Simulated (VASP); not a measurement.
# BiTe (I4/mmm) in VASP: single point with PBE

Aim: the single point of BiTe with PBE.

All numbers are computed with VASP 6.6.1; they aren't measurements. Logs are shortened: lines on timing, memory, paths and dates and some standing lists are left out, and cuts for length are marked.

### 1 The cell of the first run

Symmetry: I4/mmm, No. 139, tetragonal system. The conventional cell has a = 4.736 Å, b = 4.736 Å, c = 6.600 Å, α = 90.00°, β = 90.00°, γ = 90.00°. Within 4.3 Å of Bi (site symmetry 4/mmm) lie 6 Te at 3.30 to 3.35 Å. Within 4.3 Å of Te (site symmetry 4/mmm) lie 6 Bi at 3.30 to 3.35 Å.

### 2 Single point, PBE (strain +0.030 along x and y, +0.015 along z)

The input, INCAR:

```
PREC     = Accurate       # precision mode
ENCUT    = 520            # plane-wave cutoff, eV
EDIFF    = 1E-6           # SCF threshold, eV
ISMEAR   = 0              # smearing method
SIGMA    = 0.15           # smearing width, eV
LREAL    = F              # projectors in reciprocal space
LASPH    = T              # aspherical terms in the spheres
NELM     = 80             # most SCF steps
ALGO     = Normal         # electronic algorithm
ISIF     = 2              # what is computed and relaxed
LWAVE    = F              # write WAVECAR
LCHARG   = F              # write CHGCAR
GGA      = PE             # functional
NBANDS   = 18             # bands
```

The input, KPOINTS:

```
regular mesh
0
Gamma
  16 16 16
```

The input, POSCAR:

```
BiTe
1.0
    0.0000000000      3.3487299857      3.2999620733
    3.3487299857      0.0000000000      3.2999620733
    3.3487299857      3.3487299857      0.0000000000
Bi Te
1 1
Direct
    0.0000000000      0.0000000000      0.0000000000
    0.5000000000      0.5000000000      0.5000000000
```

Potentials or basis: VASP PAW PBE potentials, release 64 (Bi_d, Te).

Run with:

```
$ cat potpaw_PBE.64/Bi_d/POTCAR potpaw_PBE.64/Te/POTCAR > POTCAR
$ mpirun -np 1 vasp_std > vasp.out
```

OUTCAR:

```text
PREC = Accurate
   ENCUT = 520
   EDIFF = 1E-6
   ISMEAR = 0
   LREAL = F
   LASPH = T
   NELM = 80
   ISIF = 2
   GGA = PE

 ion  position               nearest neighbor table
   1  0.000  0.000  0.000-   2 3.30   2 3.30   2 3.35   2 3.35   2 3.35   2 3.35
   2  0.500  0.500  0.500-   1 3.30   1 3.30   1 3.35   1 3.35   1 3.35   1 3.35

  LATTYP: Found a body centered tetragonal cell.
 ALAT       =     4.7358193625
 C/A-ratio  =     1.3936182192

  Lattice vectors:

 A1 = (   0.0000000000,  -3.3487299857,  -3.2999620733)
 A2 = (   0.0000000000,   3.3487299857,  -3.2999620733)
 A3 = (   3.3487299857,   0.0000000000,   3.2999620733)

Analysis of symmetry for initial positions (statically):
=====================================================================
 Subroutine PRICEL returns:
 Original cell was already a primitive cell.

 Routine SETGRP: Setting up the symmetry group for a
 body centered tetragonal supercell.

 Subroutine GETGRP returns: Found 16 space group operations
 (whereof 16 operations were pure point group operations)
 out of a pool of 16 trial point group operations.

The static configuration has the point symmetry D_4h.

Analysis of symmetry for dynamics (positions and initial velocities):
=====================================================================
 Subroutine PRICEL returns:
 Original cell was already a primitive cell.

 Routine SETGRP: Setting up the symmetry group for a
 body centered tetragonal supercell.

 Subroutine GETGRP returns: Found 16 space group operations
 (whereof 16 operations were pure point group operations)
 out of a pool of 16 trial point group operations.

The dynamic configuration has the point symmetry D_4h.

 Subroutine INISYM returns: Found 16 space group operations
 (whereof 16 operations are pure point group operations),
 and found     1 'primitive' translations

----------------------------------------------------------------------------------------

                                     Primitive cell

  volume of cell :      74.0115

  direct lattice vectors                    reciprocal lattice vectors
     0.000000000  3.348729986  3.299962073    -0.149310336  0.149310336  0.151516893
     3.348729986  0.000000000  3.299962073     0.149310336 -0.149310336  0.151516893
     3.348729986  3.348729986  0.000000000     0.149310336  0.149310336 -0.151516893

  length of vectors
     4.701461709  4.701461709  4.735819363     0.259893289  0.259893289  0.259893289

  position of ions in fractional coordinates (direct lattice)
     0.000000000  0.000000000  0.000000000
     0.500000000  0.500000000  0.500000000

  ion indices of the primitive-cell ions
   primitive index   ion index
                 1           1
                 2           2

----------------------------------------------------------------------------------------

 KPOINTS: regular mesh

Automatic generation of k-mesh.
 Grid dimensions read from file:
 generate k-points for:   16   16   16

 Generating k-lattice:

  Cartesian coordinates                     Fractional coordinates (reciprocal lattice)
    -0.009331896  0.009331896  0.009469806     0.062500000  0.000000000  0.000000000
     0.009331896 -0.009331896  0.009469806     0.000000000  0.062500000  0.000000000
     0.009331896  0.009331896 -0.009469806     0.000000000  0.000000000  0.062500000

  Length of vectors
     0.016243331  0.016243331  0.016243331

  Shift w.r.t. Gamma in fractional coordinates (k-lattice)
     0.000000000  0.000000000  0.000000000

 Subroutine IBZKPT returns following result:
 ===========================================

 Found    349 irreducible k-points:

 Following reciprocal coordinates:
            Coordinates               Weight
  0.000000  0.000000  0.000000      1.000000
  0.062500  0.000000  0.000000      8.000000
  0.125000  0.000000  0.000000      8.000000
  0.187500  0.000000  0.000000      8.000000
  0.250000  0.000000  0.000000      8.000000
  0.312500  0.000000  0.000000      8.000000
[... 16 lines left out ...]
 -0.125000  0.062500  0.000000      8.000000
 -0.062500  0.062500  0.000000      4.000000
 [... further k-points ...]
   k-points           NKPTS =    349   k-points in BZ     NKDIM =    349   number of bands    NBANDS=     18
   number of dos      NEDOS =    301   number of ions     NIONS =      2
   total plane-waves  NPLWV =  46656
   dimension x,y,z NGX =    36 NGY =   36 NGZ =   36
   dimension x,y,z NGXF=    72 NGYF=   72 NGZF=   72
   ions per type =               1   1
   NGX,Y,Z   is equivalent  to a cutoff of  12.73, 12.73, 12.64 a.u.
   NGXF,Y,Z  is equivalent  to a cutoff of  25.46, 25.46, 25.27 a.u.
 SYSTEM =  unknown system
   PREC   = accura    normal or accurate (medium, high low for compatibility)
   ISTART =      0    job   : 0-new  1-cont  2-samecut
   ICHARG =      2    charge: 1-file 2-atom 10-const
   ISPIN  =      1    spin polarized calculation?
   LNONCOLLINEAR =      F non collinear calculations
   LSORBIT =      F    spin-orbit coupling
   LASPH  =      T    aspherical Exc in radial PAW
   ENCUT  =  520.0 eV  38.22 Ry    6.18 a.u.   8.74  8.74  8.81*2*pi/ulx,y,z
   NELM   =     80;   NELMIN=  2; NELMDL= -5     # of ELM steps
   EDIFF  = 0.1E-05   stopping-criterion for ELM
   LREAL  =      F    real-space projection
   EDIFFG = 0.1E-04   stopping-criterion for IOM
   NSW    =      0    number of steps for IOM
   IBRION =     -1    ionic relax: 0-MD 1-quasi-New 2-CG
   NFREE  =      0    steps in history (QN), initial steepest desc. (CG)
   ISIF   =      2    stress and relaxation
   ISYM   =      2    0-nonsym 1-usesym 2-fastsym
   POTIM  = 0.5000    time-step for ionic-motion
   TEBEG  =    0.0;   TEEND  =   0.0 temperature during run
   PSTRESS=    0.0 pullay stress
   NELECT =      21.0000    total number of electrons
   NUPDOWN=      -1.0000    fix difference up-down
   EMIN   =  10.00;   EMAX   =-10.00  energy-range for DOS
   EFERMI =   0.00;   METHOD = LEGACY
   ISMEAR =     0;   SIGMA  =   0.15  broadening in eV -4-tet -1-fermi 0-gaus
   EFERMI_NEDOS =   21; number of points for ismear=-14 and -15
   IALGO  =     38    algorithm
   IMIX   =      4    mixing-type and parameters
     AMIX     =   0.40;   BMIX     =  1.00
     AMIX_MAG =   1.60;   BMIX_MAG =  1.00
  volume/ion in A,a.u.               =      37.01       249.73
  Fermi-wavevector in a.u.,A,eV,Ry     =   1.075759  2.032889 15.745434  1.157257
  Thomas-Fermi vector in A             =   2.211624
   LORBIT       =      0    0 simple, 1 ext, 2 COOP (PROOUT), +10 PAW based schemes
   GGA     = PE    functional components
   LHFCALC =     F    Hartree Fock is set to
   AEXX    =    0.0000 exact exchange contribution
   IVDW    =     0    specifies the selected vdW correction
   LEPSILON=     F    determine dielectric tensor
   LRPA    =     F    only Hartree local field effects (RPA)
 non-spin polarized calculation
 Gauss-broadening in eV      SIGMA  =   0.15
  energy-cutoff  :      520.00
  volume of cell :       74.01
 maximum number of plane-waves:      2024
   NGX = 17   NGY = 17   NGZ = 17

 number of electron      21.0000005 magnetization

 Free energy of the ion-electron system (eV)
  ---------------------------------------------------
  ext. energy  EPLUGINS =         0.00000000
  ---------------------------------------------------
  free energy    TOTEN  =        -7.12898020 eV

  energy without entropy =       -7.11028393  energy(sigma->0) =       -7.11963207

 E-fermi :   5.6139     XC(G=0):  -9.0418

 val. band max:        5.6136690544   @ k =  -0.3125   0.1875   0.1250
 cond. band min:       5.6142591948   @ k =  -0.3125   0.4375   0.1875
 fundamental gap:      0.0005901404
 Fermi energy:         5.6139481033

 k-point     1 :       0.0000    0.0000    0.0000
  band No.  band energies     occupation
      1     -17.5175      2.00000
      2     -17.5166      2.00000
      3     -17.5166      2.00000
      4     -17.5106      2.00000
      5     -17.5093      2.00000
      6      -7.3315      2.00000
[... 10 lines left out ...]
     17      11.2939      0.00000
     18      12.1133      0.00000

 k-point     2 :       0.0625    0.0000    0.0000
  band No.  band energies     occupation
      1     -17.5176      2.00000
      2     -17.5165      2.00000
      3     -17.5165      2.00000
      4     -17.5106      2.00000
      5     -17.5093      2.00000
      6      -7.3006      2.00000
[... 10 lines left out ...]
     17      11.5253      0.00000
     18      12.2957      0.00000

 k-point     3 :       0.1250    0.0000    0.0000
  band No.  band energies     occupation
      1     -17.5179      2.00000
      2     -17.5162      2.00000
      3     -17.5161      2.00000
      4     -17.5103      2.00000
      5     -17.5094      2.00000
      6      -7.2082      2.00000
[... 10 lines left out ...]
     17      12.1241      0.00000
     18      12.7939      0.00000

 k-point     4 :       0.1875    0.0000    0.0000
  band No.  band energies     occupation
      1     -17.5183      2.00000
      2     -17.5158      2.00000
      3     -17.5157      2.00000
      4     -17.5098      2.00000
      5     -17.5095      2.00000
      6      -7.0555      2.00000
[... 375 lines left out ...]
      4     -17.5100      2.00000
      5     -17.5091      2.00000
      6      -6.9712      2.00000
[... 10 lines left out ...]
     17      13.0150      0.00000
     18      13.9088      0.00000

 k-point    23 :      -0.1250    0.0625    0.0000
  band No.  band energies     occupation
      1     -17.5178      2.00000
      2     -17.5163      2.00000
      3     -17.5159      2.00000
      4     -17.5098      2.00000
      5     -17.5097      2.00000
      6      -7.1408      2.00000
[... 10 lines left out ...]
     17      12.3381      0.00000
     18      13.1220      0.00000

 k-point    24 :      -0.0625    0.0625    0.0000
  band No.  band energies     occupation
      1     -17.5176      2.00000
      2     -17.5165      2.00000
      3     -17.5163      2.00000
      4     -17.5102      2.00000
      5     -17.5096      2.00000
      6      -7.2511      2.00000
[... 10 lines left out ...]
     17      11.8607      0.00000
     18      12.5667      0.00000

 [... further k-points ...]
[... 5 lines left out ...]
  --------------------------------------------------------------------------------------
  -------------------------------------------------------------------------------------
  Total       -1.4867592     -1.4867592     -1.1061405      0.0000000     -0.0000000      0.0000000
  in kB      -32.1848888    -32.1848888    -23.9453766      0.0000000     -0.0000000      0.0000000
  external PRESSURE =     -29.4383847 kB  Pullay stress =       0.0000000 kB

 VOLUME and BASIS-vectors are now :
 -----------------------------------------------------------------------------
  energy-cutoff  :      520.00
  volume of cell :       74.01
      direct lattice vectors                 reciprocal lattice vectors
     0.000000000  3.348729986  3.299962073    -0.149310336  0.149310336  0.151516893
     3.348729986  0.000000000  3.299962073     0.149310336 -0.149310336  0.151516893
     3.348729986  3.348729986  0.000000000     0.149310336  0.149310336 -0.151516893

 POSITION                                       TOTAL-FORCE (eV/Angst)
 -----------------------------------------------------------------------------------
      0.00000      0.00000      0.00000        -0.000000      0.000000      0.000000
      3.34873      3.34873      3.29996         0.000000     -0.000000      0.000000
 -----------------------------------------------------------------------------------
    total drift:                               -0.000000      0.000000      0.000000

  FREE ENERGIE OF THE ION-ELECTRON SYSTEM (eV)
  ---------------------------------------------------
  free  energy   TOTEN  =        -7.1289802050 eV

  energy  without entropy=       -7.1102839297  energy(sigma->0) =       -7.11963207
```

Run time: 8.4 min. Hardware: 1 thread of Intel Xeon Platinum 8259CL at 2.50GHz (Skylake/Cascade Lake), shared host; peak memory 0.56 GiB.

What came out:

| Quantity | Value |
| --- | --- |
| Free energy | -7.1290 eV |
| Pressure | -2.9 GPa |
| Band gap on the k mesh | zero (an odd number of electrons rules out a gap without spin polarisation) |

Stress tensor (GPa, compression positive):
```
-3.22  0.00  0.00
 0.00 -3.22  0.00
 0.00  0.00 -2.39
```

Levels at points of the mesh, in eV from the Fermi level:
```
           k point  band 6  band 7  band 8  band 9  band 10  band 11  band 12  band 13  band 14  band 15
(0.00, 0.00, 0.00)  -12.95   -8.43   -2.44   -2.25    -2.25     1.86     1.86     2.17     4.77     4.77
(0.50, 0.00, 0.00)  -11.22  -10.98   -1.75   -1.74    -1.59    -0.78    -0.51    -0.48     7.14     7.54
(0.50, 0.50, 0.00)  -11.36  -10.03   -5.11   -3.62    -3.62     2.54     3.15     3.15     4.47     8.44
(0.50, 0.00, 0.50)  -11.50   -9.89   -5.06   -3.70    -3.52     2.57     3.04     3.36     4.27     8.36
```

Caveat: the cell differs from its parent crystal (strain +0.030 along x and y, +0.015 along z); spin-orbit coupling is left out, which moves the levels of the heavy elements.
